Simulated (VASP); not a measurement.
The system is In3GaAs4.

```
CELL_PARAMETERS angstrom
4.19056 0.00000 0.00000
-2.09528 3.62913 0.00000
0.00000 0.00000 13.74944
ATOMIC_POSITIONS crystal
In 0.00000 0.00000 0.74948
In 0.33333 0.66667 0.99704
In 0.33333 0.66667 0.50248
Ga 0.00000 0.00000 0.24801
As 0.00000 0.00000 0.05881
As 0.00000 0.00000 0.56355
As 0.33333 0.66667 0.31740
As 0.33333 0.66667 0.81123
```

The cell was generated, and may not be a known phase.

* Program: VASP 6.6.1
* Task: relaxation of cell and atoms
* Functional: PBE
* Potentials or basis: VASP PAW PBE potentials, release 64 (In_d, Ga_d, As)
* Cutoff: 600 eV
* k mesh: 5 × 5 × 2
* Occupations: gaussian, width 0.2 eV
* Spin: no spin polarisation

At the start: pressure 5.4 GPa; volume 26.14 Å³/atom.

Where does the relaxation end?

Over 10 steps the energy falls by 70.4 meV/atom and the volume is 28.24 Å³/atom (+8.0 %); space group P3m1 (No. 156, to 0.1 Å) before and after.

Step by step:
| step | energy change (eV) | largest force (eV/Å) | pressure (GPa) | volume (Å³) |
| --- | --- | --- | --- | --- |
| 1 | 0.0000 | 1.7877 | 5.40 | 209.10 |
| 2 | -0.3842 | 0.5128 | -1.88 | 236.93 |
| 3 | -0.4159 | 0.7010 | -0.59 | 230.23 |
| 4 | -0.4709 | 0.4648 | -0.35 | 228.62 |
| 5 | -0.5182 | 0.4221 | 0.32 | 224.93 |
| 6 | -0.5444 | 0.2871 | 0.00 | 226.10 |
| 7 | -0.5468 | 0.3384 | -0.13 | 226.60 |
| 8 | -0.5613 | 0.1053 | -0.01 | 225.92 |
| 9 | -0.5614 | 0.1073 | 0.02 | 225.86 |
| 10 | -0.5634 | 0.0511 | 0.00 | 225.88 |

Final structure:
```
CELL_PARAMETERS angstrom
4.29743 0.00000 0.00000
-2.14871 3.72168 0.00000
0.00000 0.00000 14.12324
ATOMIC_POSITIONS crystal
In 0.00000 0.00000 0.74950
In 0.33333 0.66667 0.00564
In 0.33333 0.66667 0.49250
Ga 0.00000 0.00000 0.25006
As 0.00000 0.00000 0.07208
As 0.00000 0.00000 0.55989
As 0.33333 0.66667 0.30233
As 0.33333 0.66667 0.81601
```

Caveat: the relaxation stopped at a loose force limit of 0.08 eV/Å, so its end isn't a converged minimum.
